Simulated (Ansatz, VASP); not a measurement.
**KCl in VASP and in Ansatz**

Contents of INCAR:

```
PREC = Accurate
ENCUT = 500
EDIFF = 1E-7
ISMEAR = 0
SIGMA = 0.02
LREAL = F
LASPH = T
NELM = 120
ALGO = Normal
ISIF = 3
LWAVE = F
LCHARG = F
GGA = CA
IBRION = 2
NSW = 70
EDIFFG = -0.005
GGA_COMPAT = F
NELMIN = 4
```

The input KPOINTS:

```
regular mesh
0
Gamma
  6 6 6
```

Contents of POSCAR:

```
KCl
1.0
    0.0000000000      3.1891817107      3.1891817107
    3.1891817107      0.0000000000      3.1891817107
    3.1891817107      3.1891817107      0.0000000000
K Cl
1 1
Direct
    0.0000000000      0.0000000000      0.0000000000
    0.5000000000      0.5000000000      0.5000000000
```

Input for Ansatz:

```yaml
crystal:
  lattice:
    - [0.0, 3.1891817236, 3.1891817236]
    - [3.1891817236, 0.0, 3.1891817236]
    - [3.1891817236, 3.1891817236, 0.0]
  atoms:
    - { symbol: K, position: [0.0, 0.0, 0.0] }
    - { symbol: Cl, position: [0.5, 0.5, 0.5] }
basis:
  ecutwfc: 420
kpoints:
  mp_grid: { grid: [6, 6, 6] }
hamiltonian:
  xc: lda
scf:
  occupations: { method: gaussian, width: 0.02 }
output:
  forces: true
  stress: true
  eigenvalues: true
relax:
  adjacent_minimum: "off"
  f_tol: 0.005
  max_steps: 50
  cell: { stress_tol: 0.05 }
```

Alike in both runs: task relaxation of cell and atoms; functional LDA; k mesh 6 × 6 × 6; occupations gaussian, width 0.02 eV; no spin polarisation.

```csv
,VASP,Ansatz
version,VASP 6.6.1,Ansatz 0.2.0
potentials or method,"VASP PAW LDA potentials, release 64 (K_sv, Cl), cutoff 500 eV","scalar-relativistic, plane waves, PAW"
valence electrons in the cell,16,16
```

|  | VASP | Ansatz | Ansatz less VASP |
| --- | --- | --- | --- |
| gap on the k mesh at the Fermi level, each at its own relaxed structure (eV) | 5.10 | 5.11 | +0.008 |
| relaxed volume (Å³/atom) | 28.14 | 28.05 | -0.091 |
| relaxed cell length with the largest relative difference (Å) | 4.302 | 4.297 | -0.0047 |

LDA's correlation is that of Perdew and Zunger in VASP and of Perdew and Wang (1992) in Ansatz.
